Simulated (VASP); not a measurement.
# Tl (Pm-3m) in VASP: notebook

Runs on Tl. Level: PBE. Tasks: density of states.

Program: VASP 6.6.1. These are calculated values, not measurements. Logs are shortened: lines on timing, memory, paths and dates and some standing lists are left out, and cuts for length are marked.

## (1) The cell of the first run

The structure is cubic, space group Pm-3m (No. 221). The conventional cell has a = 2.743 Å, b = 2.743 Å, c = 2.743 Å, α = 90.00°, β = 90.00°, γ = 90.00°. Tl (site symmetry m-3m) has 6 Tl at 2.74 Å within 3.6 Å.

## (2) Density of states, PBE (volume scaled by 0.6)

POSCAR

```
Tl
1.0
    2.7425084351      0.0000000000      0.0000000000
    0.0000000000      2.7425084351      0.0000000000
    0.0000000000      0.0000000000      2.7425084351
Tl
1
Direct
    0.0000000000      0.0000000000      0.0000000000
```

INCAR.step1

```
PREC     = Accurate       # precision mode
ENCUT    = 520            # plane-wave cutoff, eV
EDIFF    = 1E-7           # SCF threshold, eV
ISMEAR   = -1             # smearing method
SIGMA    = 0.08           # smearing width, eV
LREAL    = F              # projectors in reciprocal space
LASPH    = T              # aspherical terms in the spheres
NELM     = 80             # most SCF steps
ALGO     = Normal         # electronic algorithm
ISIF     = 2              # what is computed and relaxed
LWAVE    = F              # write WAVECAR
LCHARG   = T              # write CHGCAR
GGA      = PE             # functional
NBANDS   = 12             # bands
```

KPOINTS.step1

```
regular mesh
0
Gamma
  12 12 12
```

INCAR.step2

```
PREC     = Accurate       # precision mode
ENCUT    = 520            # plane-wave cutoff, eV
EDIFF    = 1E-7           # SCF threshold, eV
ISMEAR   = -5             # smearing method
SIGMA    = 0.08           # smearing width, eV
LREAL    = F              # projectors in reciprocal space
LASPH    = T              # aspherical terms in the spheres
NELM     = 80             # most SCF steps
ALGO     = Normal         # electronic algorithm
ISIF     = 2              # what is computed and relaxed
LWAVE    = F              # write WAVECAR
LCHARG   = F              # write CHGCAR
GGA      = PE             # functional
LORBIT   = 11             # projections on sites
NEDOS    = 2001           # points of the DOS
ICHARG   = 11             # starting density
```

KPOINTS.step2

```
regular mesh
0
Gamma
  18 18 18
```

Potentials or basis: VASP PAW PBE potentials, release 64 (Tl_d).

Run with:

```
cat potpaw_PBE.64/Tl_d/POTCAR > POTCAR
cp INCAR.step1 INCAR
cp KPOINTS.step1 KPOINTS
mpirun -np 1 vasp_std > vasp.out
cp INCAR.step2 INCAR
cp KPOINTS.step2 KPOINTS
mpirun -np 1 vasp_std > vasp.out
```

OUTCAR:

```text
PREC = Accurate
   ENCUT = 520
   EDIFF = 1E-7
   ISMEAR = -5
   LREAL = F
   LASPH = T
   NELM = 80
   ISIF = 2
   GGA = PE
   LORBIT = 11
   ICHARG = 11

 ion  position               nearest neighbor table
   1  0.000  0.000  0.000-

  LATTYP: Found a simple cubic cell.
 ALAT       =     2.7425084351

  Lattice vectors:

 A1 = (   2.7425084351,   0.0000000000,   0.0000000000)
 A2 = (   0.0000000000,   2.7425084351,   0.0000000000)
 A3 = (   0.0000000000,   0.0000000000,   2.7425084351)

Analysis of symmetry for initial positions (statically):
=====================================================================
 Subroutine PRICEL returns:
 Original cell was already a primitive cell.

 Routine SETGRP: Setting up the symmetry group for a
 simple cubic supercell.

 Subroutine GETGRP returns: Found 48 space group operations
 (whereof 48 operations were pure point group operations)
 out of a pool of 48 trial point group operations.

The static configuration has the point symmetry O_h .

Analysis of symmetry for dynamics (positions and initial velocities):
=====================================================================
 Subroutine PRICEL returns:
 Original cell was already a primitive cell.

 Routine SETGRP: Setting up the symmetry group for a
 simple cubic supercell.

 Subroutine GETGRP returns: Found 48 space group operations
 (whereof 48 operations were pure point group operations)
 out of a pool of 48 trial point group operations.

The dynamic configuration has the point symmetry O_h .

 Subroutine INISYM returns: Found 48 space group operations
 (whereof 48 operations are pure point group operations),
 and found     1 'primitive' translations

----------------------------------------------------------------------------------------

                                     Primitive cell

  volume of cell :      20.6274

  direct lattice vectors                    reciprocal lattice vectors
     2.742508435  0.000000000  0.000000000     0.364629690  0.000000000  0.000000000
     0.000000000  2.742508435  0.000000000     0.000000000  0.364629690  0.000000000
     0.000000000  0.000000000  2.742508435     0.000000000  0.000000000  0.364629690

  length of vectors
     2.742508435  2.742508435  2.742508435     0.364629690  0.364629690  0.364629690

  position of ions in fractional coordinates (direct lattice)
     0.000000000  0.000000000  0.000000000

  ion indices of the primitive-cell ions
   primitive index   ion index
                 1           1

----------------------------------------------------------------------------------------

 KPOINTS: regular mesh

Automatic generation of k-mesh.
 Grid dimensions read from file:
 generate k-points for:   18   18   18

 Generating k-lattice:

  Cartesian coordinates                     Fractional coordinates (reciprocal lattice)
     0.020257205  0.000000000  0.000000000     0.055555556  0.000000000  0.000000000
     0.000000000  0.020257205  0.000000000     0.000000000  0.055555556  0.000000000
     0.000000000  0.000000000  0.020257205     0.000000000  0.000000000  0.055555556

  Length of vectors
     0.020257205  0.020257205  0.020257205

  Shift w.r.t. Gamma in fractional coordinates (k-lattice)
     0.000000000  0.000000000  0.000000000

 TETIRR: Found   2900 inequivalent tetrahedra from    34992

 Subroutine IBZKPT returns following result:
 ===========================================

 Found    220 irreducible k-points:

 Following reciprocal coordinates:
            Coordinates               Weight
  0.000000  0.000000  0.000000      1.000000
  0.055556  0.000000  0.000000      6.000000
  0.111111  0.000000  0.000000      6.000000
  0.166667  0.000000  0.000000      6.000000
  0.222222  0.000000  0.000000      6.000000
  0.277778  0.000000  0.000000      6.000000
[... 16 lines left out ...]
  0.277778  0.111111  0.000000     24.000000
  0.333333  0.111111  0.000000     24.000000
 [... further k-points ...]
   k-points           NKPTS =    220   k-points in BZ     NKDIM =    220   number of bands    NBANDS=     10
   number of dos      NEDOS =   2001   number of ions     NIONS =      1
   total plane-waves  NPLWV =   8000
   dimension x,y,z NGX =    20 NGY =   20 NGZ =   20
   dimension x,y,z NGXF=    40 NGYF=   40 NGZF=   40
   ions per type =               1
   NGX,Y,Z   is equivalent  to a cutoff of  12.12, 12.12, 12.12 a.u.
   NGXF,Y,Z  is equivalent  to a cutoff of  24.25, 24.25, 24.25 a.u.
 SYSTEM =  unknown system
   PREC   = accura    normal or accurate (medium, high low for compatibility)
   ISTART =      0    job   : 0-new  1-cont  2-samecut
   ICHARG =     11    charge: 1-file 2-atom 10-const
   ISPIN  =      1    spin polarized calculation?
   LNONCOLLINEAR =      F non collinear calculations
   LSORBIT =      F    spin-orbit coupling
   LASPH  =      T    aspherical Exc in radial PAW
   ENCUT  =  520.0 eV  38.22 Ry    6.18 a.u.   5.10  5.10  5.10*2*pi/ulx,y,z
   NELM   =     80;   NELMIN=  2; NELMDL=  0     # of ELM steps
   EDIFF  = 0.1E-06   stopping-criterion for ELM
   LREAL  =      F    real-space projection
   EDIFFG = 0.1E-05   stopping-criterion for IOM
   NSW    =      0    number of steps for IOM
   IBRION =     -1    ionic relax: 0-MD 1-quasi-New 2-CG
   NFREE  =      0    steps in history (QN), initial steepest desc. (CG)
   ISIF   =      2    stress and relaxation
   ISYM   =      2    0-nonsym 1-usesym 2-fastsym
   POTIM  = 0.5000    time-step for ionic-motion
   TEBEG  =    0.0;   TEEND  =   0.0 temperature during run
   PSTRESS=    0.0 pullay stress
   NELECT =      13.0000    total number of electrons
   NUPDOWN=      -1.0000    fix difference up-down
   EMIN   =  10.00;   EMAX   =-10.00  energy-range for DOS
   EFERMI =   0.00;   METHOD = LEGACY
   ISMEAR =    -5;   SIGMA  =   0.08  broadening in eV -4-tet -1-fermi 0-gaus
   EFERMI_NEDOS =   21; number of points for ismear=-14 and -15
   IALGO  =     38    algorithm
   IMIX   =      4    mixing-type and parameters
     AMIX     =   0.40;   BMIX     =  1.00
     AMIX_MAG =   1.60;   BMIX_MAG =  1.00
  volume/ion in A,a.u.               =      20.63       139.20
  Fermi-wavevector in a.u.,A,eV,Ry     =   1.403593  2.652407 26.804489  1.970074
  Thomas-Fermi vector in A             =   2.526240
   LORBIT       =     11    0 simple, 1 ext, 2 COOP (PROOUT), +10 PAW based schemes
   GGA     = PE    functional components
   LHFCALC =     F    Hartree Fock is set to
   AEXX    =    0.0000 exact exchange contribution
   IVDW    =     0    specifies the selected vdW correction
   LEPSILON=     F    determine dielectric tensor
   LRPA    =     F    only Hartree local field effects (RPA)
 non-spin polarized calculation
 Fermi weights with tetrahedron method with Bloechl corrections
  energy-cutoff  :      520.00
  volume of cell :       20.63
 maximum number of plane-waves:       587

 number of electron      12.9999989 magnetization

 Free energy of the ion-electron system (eV)
  ---------------------------------------------------
  ext. energy  EPLUGINS =         0.00000000
  ---------------------------------------------------
  free energy    TOTEN  =        -0.98206692 eV

  energy without entropy =       -0.98206692  energy(sigma->0) =       -0.98206692

 E-fermi :  10.8458     XC(G=0): -11.8473

 val. band max:       10.9327393804   @ k =   0.5000   0.5000   0.3333
 cond. band min:      10.8850741083   @ k =   0.5000   0.4444   0.0000
 fundamental gap:     -0.0476652722
 Fermi energy:        10.8458231207

 k-point     1 :       0.0000    0.0000    0.0000
  band No.  band energies     occupation
      1      -3.3177      2.00000
      2      -3.3177      2.00000
      3      -2.2875      2.00000
      4      -0.5867      2.00000
      5      -0.5867      2.00000
      6      -0.5867      2.00000
      7      19.5345      0.00000
      8      19.5345      0.00000
      9      19.5345      0.00000
     10      24.3535      0.00000

 k-point     2 :       0.0556    0.0000    0.0000
  band No.  band energies     occupation
      1      -3.3111      2.00000
      2      -3.2725      2.00000
      3      -2.2131      2.00000
      4      -0.6142      2.00000
      5      -0.6142      2.00000
      6      -0.5843      2.00000
      7      18.7851      0.00000
      8      19.6382      0.00000
      9      19.6382      0.00000
     10      24.6928      0.00000

 k-point     3 :       0.1111    0.0000    0.0000
  band No.  band energies     occupation
      1      -3.2926      2.00000
      2      -3.1567      2.00000
      3      -1.9738      2.00000
      4      -0.6928      2.00000
      5      -0.6928      2.00000
      6      -0.5777      2.00000
      7      17.2061      0.00000
      8      19.9425      0.00000
      9      19.9425      0.00000
     10      24.9710      0.00000

 k-point     4 :       0.1667    0.0000    0.0000
  band No.  band energies     occupation
      1      -3.2641      2.00000
      2      -3.0110      2.00000
      3      -1.5384      2.00000
      4      -0.8108      2.00000
      5      -0.8108      2.00000
      6      -0.5676      2.00000
      7      15.4056      0.00000
      8      20.4281      0.00000
      9      20.4281      0.00000
     10      25.0693      0.00000
[... 222 lines left out ...]
 k-point    22 :       0.2222    0.1111    0.0000
  band No.  band energies     occupation
      1      -3.1213      2.00000
      2      -2.6923      2.00000
      3      -1.2228      2.00000
      4      -0.9409      2.00000
      5      -0.6574      2.00000
      6      -0.5261      2.00000
      7      13.8947      0.00000
      8      18.5047      0.00000
      9      21.4914      0.00000
     10      24.8335      0.00000

 k-point    23 :       0.2778    0.1111    0.0000
  band No.  band energies     occupation
      1      -3.0794      2.00000
      2      -2.5391      2.00000
      3      -1.3155      2.00000
      4      -1.0858      2.00000
      5      -0.6431      2.00000
      6       0.2368      2.00000
      7      12.0710     -0.08486
      8      19.1378      0.00000
      9      22.2497      0.00000
     10      24.4856      0.00000

 k-point    24 :       0.3333    0.1111    0.0000
  band No.  band energies     occupation
      1      -3.0407      2.00000
      2      -2.4103      2.00000
      3      -1.4403      2.00000
      4      -1.2184      2.00000
      5      -0.6296      2.00000
      6       1.2317      2.00000
      7      10.2941      1.67766
      8      19.8483      0.00000
      9      23.0673      0.00000
     10      24.0911      0.00000

 [... further k-points ...]
[... 5 lines left out ...]
  --------------------------------------------------------------------------------------
  -------------------------------------------------------------------------------------
  Total        5.7490461      5.7490461      5.7490461      0.0000000      0.0000000     -0.0000000
  in kB      446.5421453    446.5421453    446.5421453      0.0000000      0.0000000     -0.0000000
  external PRESSURE =     446.5421453 kB  Pullay stress =       0.0000000 kB

 VOLUME and BASIS-vectors are now :
 -----------------------------------------------------------------------------
  energy-cutoff  :      520.00
  volume of cell :       20.63
      direct lattice vectors                 reciprocal lattice vectors
     2.742508435  0.000000000  0.000000000     0.364629690  0.000000000  0.000000000
     0.000000000  2.742508435  0.000000000     0.000000000  0.364629690  0.000000000
     0.000000000  0.000000000  2.742508435     0.000000000  0.000000000  0.364629690

 POSITION                                       TOTAL-FORCE (eV/Angst)
 -----------------------------------------------------------------------------------
      0.00000      0.00000      0.00000         0.000000      0.000000      0.000000
 -----------------------------------------------------------------------------------
    total drift:                                0.000000     -0.000000     -0.000000

  FREE ENERGIE OF THE ION-ELECTRON SYSTEM (eV)
  ---------------------------------------------------
  free  energy   TOTEN  =        -0.9820669216 eV

  energy  without entropy=       -0.9820669216  energy(sigma->0) =       -0.98206692

 total charge

# of ion       s       p       d       tot
------------------------------------------
    1        1.137   0.769   9.674  11.580
```

Wall time 15 s (1 thread of Intel Xeon 6975P-C (Granite Rapids), shared host); peak memory 0.16 GiB.

Results:

```yaml
Valence_electrons_inside_the_program's_atomic_spheres: Tl 11.58
```

Caveat: the cell differs from its parent crystal (volume scaled by 0.6); spin-orbit coupling is left out, which moves the levels of the heavy elements; tetrahedron occupations give inexact forces and stress in metals.

## (3) Density of states, PBE

This run uses another cell than the first one, of 34.38 Å³/atom, 1.667 times its volume.

POSCAR

```
Tl
1.0
    3.2516032968      0.0000000000      0.0000000000
    0.0000000000      3.2516032968      0.0000000000
    0.0000000000      0.0000000000      3.2516032968
Tl
1
Direct
    0.0000000000      0.0000000000      0.0000000000
```

INCAR.step1

```
SYSTEM = Tl
ALGO     = Normal         ! electronic algorithm
EDIFF    = 1E-6           ! SCF threshold, eV
ENCUT    = 520            ! plane-wave cutoff, eV
GGA      = PE             ! functional
ISIF     = 2              ! what is computed and relaxed
ISMEAR   = -1             ! smearing method
LASPH    = .True.         ! aspherical terms in the spheres
LCHARG   = .True.         ! write CHGCAR
LREAL    = .False.        ! projectors in reciprocal space
LWAVE    = .False.        ! write WAVECAR
NBANDS   = 12             ! bands
NELM     = 80             ! most SCF steps
PREC     = Accurate       ! precision mode
SIGMA    = 0.08           ! smearing width, eV
```

KPOINTS.step1

```
k-points
0
Gamma
  12 12 12
  0 0 0
```

INCAR.step2

```
SYSTEM = Tl
ALGO     = Normal         ! electronic algorithm
EDIFF    = 1E-6           ! SCF threshold, eV
ENCUT    = 520            ! plane-wave cutoff, eV
GGA      = PE             ! functional
ICHARG   = 11             ! starting density
ISIF     = 2              ! what is computed and relaxed
ISMEAR   = -5             ! smearing method
LASPH    = .True.         ! aspherical terms in the spheres
LCHARG   = .False.        ! write CHGCAR
LORBIT   = 10             ! projections on sites
LREAL    = .False.        ! projectors in reciprocal space
LWAVE    = .False.        ! write WAVECAR
NEDOS    = 2001           ! points of the DOS
NELM     = 80             ! most SCF steps
PREC     = Accurate       ! precision mode
SIGMA    = 0.08           ! smearing width, eV
```

KPOINTS.step2

```
k-points
0
Gamma
  18 18 18
  0 0 0
```

Potentials or basis: VASP PAW PBE potentials, release 64 (Tl_d).

Run with:

```
cat potpaw_PBE.64/Tl_d/POTCAR > POTCAR
cp INCAR.step1 INCAR
cp KPOINTS.step1 KPOINTS
mpirun -np 1 vasp_std > vasp.out
cp INCAR.step2 INCAR
cp KPOINTS.step2 KPOINTS
mpirun -np 1 vasp_std > vasp.out
```

Run time: 14 s. Hardware: 1 thread of Intel Xeon 6975P-C (Granite Rapids), shared host; peak memory 0.19 GiB.

Results (log left out):

| Quantity | Value |
| --- | --- |
| Valence electrons inside the program's atomic spheres | Tl 11.20 |

Levels at points of the mesh, in eV from the Fermi level:
```tsv
k point	band 4	band 5	band 6	band 7	band 8	band 9
(0.00, 0.00, 0.00)	-11.30	-11.30	-9.34	6.39	6.39	6.39
(0.50, 0.00, 0.00)	-11.54	-11.28	-6.45	-2.79	8.95	8.95
(0.50, 0.50, 0.00)	-11.51	-11.04	-3.87	-0.46	-0.46	4.46
(0.50, 0.50, 0.50)	-11.02	-11.02	-1.23	1.81	1.81	1.81
```

Caveat: spin-orbit coupling is left out, which moves the levels of the heavy elements; tetrahedron occupations give inexact forces and stress in metals.

[end of part 1 of 2]
